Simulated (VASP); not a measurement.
**CuO: single point with PBE**

Crystal: CuO.

```
Cu O
1.0
     0.00000    2.29580    2.29580
     2.29580    0.00000    2.29580
     2.29580    2.29580    0.00000
Cu O
1 1
Cartesian
  0.0000 0.0000 0.0000
  1.1479 1.1479 1.1479
```

```json
{
 "Program": "VASP 6.6.1",
 "Task": "single point",
 "Functional": "PBE",
 "Potentials or basis": "VASP PAW PBE potentials, release 64 (Cu, O)",
 "Cutoff": "600 eV",
 "k mesh": "10 × 10 × 10",
 "Occupations": "fermi-dirac, width 0.05 eV",
 "Spin": "no spin polarisation",
 "Dipole correction": "no",
 "Further INCAR settings": "ALGO = Normal; EDIFF = 1e-06; NBANDS = 16"
}
```

- Pressure: -5.0 GPa
- Band gap on the k mesh: zero (an odd number of electrons rules out a gap without spin polarisation)

Levels at points of the mesh, in eV from the Fermi level:
```
           k point  band 7  band 8  band 9  band 10  band 11  band 12
(0.00, 0.00, 0.00)    0.76    0.76    0.76     0.94    14.10    14.10
(0.50, 0.00, 0.00)   -1.73   -0.01   -0.01     5.99     7.77    13.74
(0.50, 0.50, 0.00)   -1.33   -1.07   -1.07     5.82     9.58    11.46
```

Wall time 17 s on 1 thread of Intel(R) Xeon(R) 6975P-C (Granite Rapids) (shared host), peak memory 0.17 GiB.

Caveat: the cell stands under tension; an odd number of electrons without spin polarisation forces a metal; a magnetic or distorted state may lie lower; semilocal functionals often make such compounds metallic where correlation or magnetic order opens a gap, which also shifts bond lengths. With open d or f shells a metallic result of PBE can be an artefact of self-interaction; +U or a hybrid may open a gap.
